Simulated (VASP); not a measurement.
# FePt (Amm2) in VASP: relaxation of cell and atoms with PBE

Aim: the relaxation of cell and atoms of FePt with PBE.

Everything below comes from runs of VASP 6.6.1. Logs are shortened: lines on timing, memory, paths and dates and some standing lists are left out, and cuts for length are marked.

### 1 The cell of the first run

It takes space group Amm2 (No. 38, orthorhombic). The conventional cell has a = 4.281 Å, b = 4.277 Å, c = 2.997 Å, α = 90.00°, β = 90.00°, γ = 90.00°. Within 3.4 Å of Fe (site symmetry mm2) lie 8 Pt at 2.60 to 3.03 Å and 6 Fe at 2.61 to 3.00 Å. Pt (site symmetry mm2) has 8 Fe at 2.60 to 3.03 Å and 6 Pt at 2.61 to 3.00 Å within 3.4 Å.

### 2 Relaxation of cell and atoms, PBE, collinear spin, ferromagnetic start

The input, INCAR:

```
PREC     = Accurate       # precision mode
ENCUT    = 600            # plane-wave cutoff, eV
EDIFF    = 1E-7           # SCF threshold, eV
ISMEAR   = 0              # smearing method
SIGMA    = 0.1            # smearing width, eV
LREAL    = F              # projectors in reciprocal space
LASPH    = T              # aspherical terms in the spheres
NELM     = 200            # most SCF steps
ALGO     = Normal         # electronic algorithm
ISIF     = 3              # what is computed and relaxed
LWAVE    = F              # write WAVECAR
LCHARG   = F              # write CHGCAR
ISPIN    = 2              # spin polarisation
MAGMOM   = 4 0            # initial moments
LORBIT   = 11             # projections on sites
LMAXMIX  = 4              # l up to which the mixer works
GGA      = PE             # functional
IBRION   = 2              # ionic algorithm
NSW      = 90             # ionic steps
EDIFFG   = -0.04          # ionic threshold
GGA_COMPAT= F            
NELMIN   = 4
```

The input, KPOINTS:

```
regular mesh
0
Gamma
  4 8 8
```

The input, POSCAR:

```
FePt
1.0
    4.2805760100      0.0000000000      0.0000000000
    0.0000000000      2.1383537600      1.4984327400
    0.0000000000     -2.1383537600      1.4984327400
Fe Pt
1 1
Direct
    0.5000000000      0.7467739600      0.7467739600
    0.0000000000      0.2532260400      0.2532260400
```

Potentials or basis: VASP PAW PBE potentials, release 64 (Fe, Pt).

The run is started by

```
$ cat potpaw_PBE.64/Fe/POTCAR potpaw_PBE.64/Pt/POTCAR > POTCAR
$ mpirun -np 1 vasp_std > vasp.out
```

OUTCAR:

```text
PREC = Accurate
   ENCUT = 600
   EDIFF = 1E-7
   ISMEAR = 0
   LREAL = F
   LASPH = T
   NELM = 200
   ISIF = 3
   ISPIN = 2
   LORBIT = 11
   GGA = PE
   IBRION = 2
   NSW = 90
   EDIFFG = -0.04
   NELMIN = 4

 ion  position               nearest neighbor table
   1  0.500  0.747  0.747-   2 2.60   2 2.60   2 2.62   2 2.62   2 3.03   2 3.03   2 3.03   2 3.03

   2  0.000  0.253  0.253-   1 2.60   1 2.60   1 2.62   1 2.62   1 3.03   1 3.03   1 3.03   1 3.03

  LATTYP: Found a base centered orthorhombic cell.
 ALAT       =     2.9968654800
 B/A-ratio  =     1.4270602229
 C/A-ratio  =     1.4283510683

  Lattice vectors:

 A1 = (   0.0000000000,   2.1383537600,   1.4984327400)
 A2 = (   0.0000000000,  -2.1383537600,   1.4984327400)
 A3 = (   4.2805760100,   0.0000000000,   0.0000000000)

Analysis of symmetry for initial positions (statically):
=====================================================================
 Subroutine PRICEL returns:
 Original cell was already a primitive cell.

 Routine SETGRP: Setting up the symmetry group for a
 base centered orthorhombic supercell.

 Subroutine GETGRP returns: Found  4 space group operations
 (whereof  4 operations were pure point group operations)
 out of a pool of  8 trial point group operations.

The static configuration has the point symmetry C_2v.

Analysis of symmetry for dynamics (positions and initial velocities):
=====================================================================
 Subroutine PRICEL returns:
 Original cell was already a primitive cell.

 Routine SETGRP: Setting up the symmetry group for a
 base centered orthorhombic supercell.

 Subroutine GETGRP returns: Found  4 space group operations
 (whereof  4 operations were pure point group operations)
 out of a pool of  8 trial point group operations.

The dynamic configuration has the point symmetry C_2v.

Analysis of structural, dynamic, and magnetic symmetry:
=====================================================================
 Subroutine PRICEL returns:
 Original cell was already a primitive cell.

 Routine SETGRP: Setting up the symmetry group for a
 base centered orthorhombic supercell.

 Subroutine GETGRP returns: Found  4 space group operations
 (whereof  4 operations were pure point group operations)
 out of a pool of  8 trial point group operations.

The overall configuration has the point symmetry C_2v.

 Subroutine INISYM returns: Found  4 space group operations
[... 144 lines left out ...]
  ---------------------------------------------------
  free energy    TOTEN  =       -14.34735837 eV

  energy without entropy =      -14.33838926  energy(sigma->0) =      -14.34287381

------------------------ aborting loop because EDIFF is reached ----------------------------------------

  FORCE on cell =-STRESS in cart. coord.  units (eV):
  Direction    XX          YY          ZZ          XY          YZ          ZX
  --------------------------------------------------------------------------------------
  -------------------------------------------------------------------------------------
  Total        0.2133217      2.8307486      2.3797594      0.0000000      0.0000000      0.0000000
  in kB       12.4593864    165.3342641    138.9935419      0.0000000      0.0000000      0.0000000
  external PRESSURE =     105.5957308 kB  Pullay stress =       0.0000000 kB
[... 89 lines left out ...]
  FREE ENERGIE OF THE ION-ELECTRON SYSTEM (eV)
  ---------------------------------------------------
  free  energy   TOTEN  =       -14.4147078389 eV

  energy  without entropy=      -14.4049354424  energy(sigma->0) =      -14.40982164

 E-fermi :  10.0012     XC(G=0): -13.5121

 val. band max:        9.9940855488   @ k =   0.2500  -0.1250   0.1250
 cond. band min:      10.0064962811   @ k =   0.0000   0.3750   0.3750
 fundamental gap:      0.0124107323
 Fermi energy:        10.0011674279

 spin component 1

 k-point     1 :       0.0000    0.0000    0.0000
  band No.  band energies     occupation
      1      -0.3867      1.00000
      2       3.0210      1.00000
      3       3.0432      1.00000
      4       5.9089      1.00000
      5       6.2036      1.00000
      6       6.4889      1.00000
      7       7.7445      1.00000
      8       8.1892      1.00000
      9       9.4507      1.00000
     10       9.4607      1.00000
     11       9.7767      0.99925
     12      16.7482      0.00000
[... 841 lines left out ...]
      4       5.7822      1.00000
      5       7.4746      1.00000
      6       8.6313      1.00000
      7       9.0763      1.00000
      8      10.2216      0.00091
      9      10.5623      0.00000
     10      11.2675      0.00000
     11      12.5629      0.00000
     12      12.7553      0.00000
     13      17.5269      0.00000
     14      19.9185      0.00000
     15      24.6803      0.00000

 [... further k-points ...]

[... ionic steps 4 to 20 ...]

--------------------------------------- Ionic step       21  -------------------------------------------

 number of electron      18.0000000 magnetization       3.2664744

------------------------ aborting loop because EDIFF is reached ----------------------------------------
[... 67 lines left out ...]
--------------------------------------- Ionic step       23  -------------------------------------------

 number of electron      18.0000000 magnetization       3.2707546

 Free energy of the ion-electron system (eV)
  ---------------------------------------------------
  ext. energy  EPLUGINS =         0.00000000
  ---------------------------------------------------
  free energy    TOTEN  =       -14.81667050 eV

  energy without entropy =      -14.81299830  energy(sigma->0) =      -14.81483440

 E-fermi :   8.4525     XC(G=0): -12.9912

 val. band max:        8.4475979942   @ k =   0.5000   0.5000   0.3750
 cond. band min:       8.5279513229   @ k =   0.0000   0.5000   0.1250
 fundamental gap:      0.0803533287
 Fermi energy:         8.4525439394

 spin component 1

 k-point     1 :       0.0000    0.0000    0.0000
  band No.  band energies     occupation
      1      -0.9588      1.00000
      2       2.2597      1.00000
      3       2.4366      1.00000
      4       5.1401      1.00000
      5       5.1562      1.00000
      6       5.5627      1.00000
      7       6.4385      1.00000
      8       6.5491      1.00000
      9       8.0234      1.00000
     10       8.0956      1.00000
     11       8.1102      1.00000
     12      10.6135      0.00000
[... 882 lines left out ...]
  FREE ENERGIE OF THE ION-ELECTRON SYSTEM (eV)
  ---------------------------------------------------
  free  energy   TOTEN  =       -14.8166705029 eV

  energy  without entropy=      -14.8129982972  energy(sigma->0) =      -14.81483440

 reached required accuracy - stopping structural energy minimisation

 total charge

# of ion       s       p       d       tot
------------------------------------------
    1        0.403   0.443   6.113   6.959
    2        0.710   0.654   8.047   9.411
--------------------------------------------------
tot          1.112   1.097  14.161  16.370

 magnetization (x)

# of ion       s       p       d       tot
------------------------------------------
    1        0.003  -0.005   2.919   2.917
    2       -0.026  -0.067   0.427   0.333
--------------------------------------------------
tot         -0.024  -0.073   3.346   3.250
```

CONTCAR:

```text
FePt
   1.00000000000000
     3.7709703747675607    0.0000000000000000    0.0000000000000000
     0.0000000000000000    1.9261074115666563    1.9220772322297299
     0.0000000000000000   -1.9261074115666563    1.9220772322297299
  Fe              Pt
     1     1
Direct
     0.5000000000000000    0.7498672085357410    0.7498672085357410
     0.0000000000000000    0.2501327914642587    0.2501327914642587

  0.00000000E+00  0.00000000E+00  0.00000000E+00
  0.00000000E+00  0.00000000E+00  0.00000000E+00
```

Run time: 18 min. Hardware: 1 thread of Oxide Virtual Turin-like, shared host; peak memory 0.2 GiB.

What came out:

| Quantity | Value |
| --- | --- |
| Free energy | -14.8167 eV |
| Relaxed volume | 13.96 Å³/atom |
| Relaxed cell | a = 3.771 Å, b = 2.721 Å, c = 2.721 Å, α = 90.12°, β = 90.00°, γ = 90.00° |
| Space group after relaxing (to 0.1 Å) | P4/mmm (No. 123) |
| Energy gained by relaxing | 234.7 meV/atom |
| Ionic steps | 23 |
| Pressure after relaxing | 0.0 GPa |
| Largest force after relaxing | 0.004 eV/Å |
| Net moment | 3.27 μB per cell |
| Site moments | Fe +2.92; Pt +0.33 μB |
| Valence electrons inside the program's atomic spheres | Fe 6.96; Pt 9.41 |

Forces in eV/Å, atoms in the order of the input:
```
Fe   0.000  0.000  0.004
Pt   0.000  0.000 -0.004
```

The path:
| step | energy change (eV) | largest force (eV/Å) | pressure (GPa) | volume (Å³) |
| --- | --- | --- | --- | --- |
| 1 | 0.0000 | 0.0638 | 10.56 | 27.43 |
| 2 | 0.0250 | 0.0285 | -12.79 | 31.15 |
| 3 | -0.0673 | 0.0452 | -2.03 | 29.04 |
| 4 | -0.0951 | 0.0390 | -0.40 | 28.78 |
| 5 | -0.1125 | 0.0293 | 1.85 | 28.43 |
| 6 | -0.1234 | 0.0244 | 1.83 | 28.42 |
| 7 | -0.1548 | 0.0060 | 1.96 | 28.35 |
| 8 | -0.2156 | 0.0459 | 2.63 | 28.15 |
| 9 | -0.2738 | 0.1930 | 5.70 | 27.55 |
| 10 | 0.1447 | 0.4079 | 28.61 | 25.52 |
| 11 | -0.2664 | 0.2815 | 7.90 | 27.25 |
| 12 | -0.3073 | 0.2548 | 4.87 | 27.57 |
| 13 | -0.3189 | 0.2262 | 2.03 | 27.88 |
| 14 | -0.3445 | 0.1997 | 1.33 | 27.95 |
| 15 | -0.4043 | 0.1271 | -0.74 | 28.16 |
| 16 | -0.4515 | 0.0071 | -3.40 | 28.47 |
| 17 | -0.4519 | 0.0208 | -3.17 | 28.44 |
| 18 | -0.4617 | 0.0103 | 0.08 | 27.94 |
| 19 | -0.4622 | 0.0075 | 0.97 | 27.81 |
| 20 | -0.4659 | 0.0031 | 0.62 | 27.85 |
| 21 | -0.4688 | 0.0067 | -0.14 | 27.95 |
| 22 | -0.4689 | 0.0050 | -0.05 | 27.93 |
| 23 | -0.4693 | 0.0040 | 0.02 | 27.92 |

Final structure:
```xyz
2
Lattice="3.7710 0.0000 0.0000 0.0000 1.9261 1.9221 0.0000 -1.9261 1.9221" Properties=species:S:1:pos:R:3 pbc="T T T"
Fe    1.8855    0.0000    2.8826
Pt    0.0000    0.0000    0.9615
```

Caveat: the k points lie up to 0.42 Å⁻¹ apart in the final cell; spin-orbit coupling is left out, which moves the levels of the heavy elements.
